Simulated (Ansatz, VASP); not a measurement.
Two plane-wave programs on Al8O

```
CELL_PARAMETERS angstrom
-1.40179 2.42796 -4.67509
-1.40179 2.42796 4.67509
5.60714 0.00000 0.00000
ATOMIC_POSITIONS crystal
Al 0.79167 0.54167 0.33333
Al 0.29167 0.04167 0.33333
Al 0.79167 0.54167 0.83333
Al 0.29167 0.04167 0.83333
Al 0.20833 0.45833 0.16667
Al 0.70833 0.95833 0.16667
Al 0.20833 0.45833 0.66667
Al 0.70833 0.95833 0.66667
O 0.79163 0.20830 0.99993
```

Alike in both runs: task single point; functional PBE; dispersion D3(BJ); k mesh 8 × 8 × 8; occupations gaussian, width 0.15 eV; no spin polarisation.

|  | VASP | Ansatz |
| --- | --- | --- |
| version | VASP 6.6.1 | Ansatz 0.2.0 |
| potentials or method | VASP PAW PBE potentials, release 64 (Al, O), cutoff 520 eV | scalar-relativistic, plane waves, PAW |
| valence electrons in the cell | 30 | 30 |

|  | VASP | Ansatz | Ansatz less VASP |
| --- | --- | --- | --- |
| gap on the k mesh at the Fermi level (eV) | none | none | - |
| pressure (GPa) | 8.4 | 8.4 | 0.00 |
| traceless stress, the component that is largest in VASP (GPa) | -2.52 | -2.49 | +0.035 |
| rms of the force components (eV/Å) | 0.881 | 0.878 | -0.0030 |

Atom by atom the forces differ by 0.008 eV/Å (rms over components). A gap of «none» marks a metal or a gap that the smearing closes.
